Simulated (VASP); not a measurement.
Runs of VASP 6.6.1 on Bi. The structure is that of space group Pm-3m (No. 221), or close to it. The cells are those of the table. 

| task | cell | k mesh | cutoff (eV) | gap on the mesh (eV) | pressure (GPa) | relaxed volume (Å³/atom) |
| --- | --- | --- | --- | --- | --- | --- |
| relaxation of cell and atoms | relaxed from a = 4.879 Å, 3 atoms | 4 × 4 × 4 | 600 | none | 0.0 | 36.97 |
| relaxation of cell and atoms | relaxed from a = 4.807 Å, 3 atoms | 10 × 10 × 10 | 600 | none | 0.0 | (a) |
| single point | a = 4.879 Å, 3 atoms | 4 × 4 × 4 | 520 | none | -1.8 | - |
| single point | a = 4.802 Å, 3 atoms | 10 × 10 × 10 | 520 | none | 0.0 | - |
| single point | a = 4.807 Å, 3 atoms | 4 × 4 × 4 | 520 | none | -0.1 | - |

Alike in all rows: level PBE; potentials or basis VASP PAW PBE potentials, release 64 (Bi_d); no spin polarisation; smearing gaussian 0.1 eV.

Q: Estimate the missing entries.

A: (a) 36.94.

Caveats: spin-orbit coupling is left out, which moves the levels of the heavy elements.

A k mesh can miss the band edges, and the runs leave out spin-orbit coupling on Bi.

A gap of «none» marks levels without a gap at the run's occupations.
